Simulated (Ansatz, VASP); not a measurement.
# Hf in VASP and in Ansatz

Contents of POSCAR:

```
Hf
1.0
    2.8608718357      0.0000000000      0.0000000000
    0.0000000000      2.8608718357      0.0000000000
    0.0000000000      0.0000000000      2.8608718357
Hf
1
Direct
    0.0000000000      0.0000000000      0.0000000000
```

File INCAR.step1:

```
PREC = Accurate ; ENCUT = 520
ISMEAR = -1 ; SIGMA = 0.1
LREAL = F ; LASPH = T
NELM = 100 ; NBANDS = 11
GGA = PE ; ALGO = Normal
EDIFF = 1E-4 ; LWAVE = T
LCHARG = F
```

Contents of INCAR.step2:

```
PREC = Accurate ; ENCUT = 520
EDIFF = 1E-7 ; ISMEAR = -1
SIGMA = 0.1 ; LREAL = F
LASPH = T ; NELM = 100
ALGO = Normal ; ISIF = 2
LWAVE = F ; LCHARG = F
METAGGA = R2SCAN ; LMIXTAU = T
NBANDS = 11 ; ISTART = 1
```

The input KPOINTS:

```
Automatic mesh
0
Gamma
  12 12 12
```

Input for Ansatz:

```yaml
crystal:
  lattice:
    - [2.8608718357, 0.0, 0.0]
    - [0.0, 2.8608718357, 0.0]
    - [0.0, 0.0, 2.8608718357]
  atoms:
    - { symbol: Hf, position: [0.0, 0.0, 0.0] }
hamiltonian:
  xc: r2scan
  pseudopotentials:
    kind: paw
    azcp:
      Hf: "pseudopotentials/Hf.paw.azcp"
basis:
  ecutwfc: 500
  fft_grid_basis: typed
kpoints:
  mp_grid: { grid: [12, 12, 12], shift: [0, 0, 0] }
magnetization:
  spin_polarized: false
scf:
  occupations: { method: fermi_dirac, width: 0.1 }
  lower_state_search: "off"
output:
  stress: true
```

Alike in both runs: task single point; functional r2SCAN; k mesh 12 × 12 × 12; occupations fermi-dirac, width 0.1 eV; no spin polarisation.

|  | VASP | Ansatz |
| --- | --- | --- |
| version | VASP 6.6.1 | Ansatz 0.2.0 |
| potentials or method | VASP PAW PBE potentials, release 64 (Hf_pv), cutoff 520 eV | plane waves (500 eV) with PAW, scalar-relativistic |
| valence electrons in the cell | 10 | 26 |

|  | VASP | Ansatz | Ansatz less VASP |
| --- | --- | --- | --- |
| pressure (GPa) | 3.0 | 3.3 | +0.29 |

VASP's potentials were made for PBE, not for r2SCAN. With one functional, cell and mesh, what is left measures potentials, basis and numerics. VASP's potentials hold 10 valence electrons a cell and Ansatz's 26, so a difference there can come from the potentials and not from the codes.

Spin-orbit coupling is off throughout.
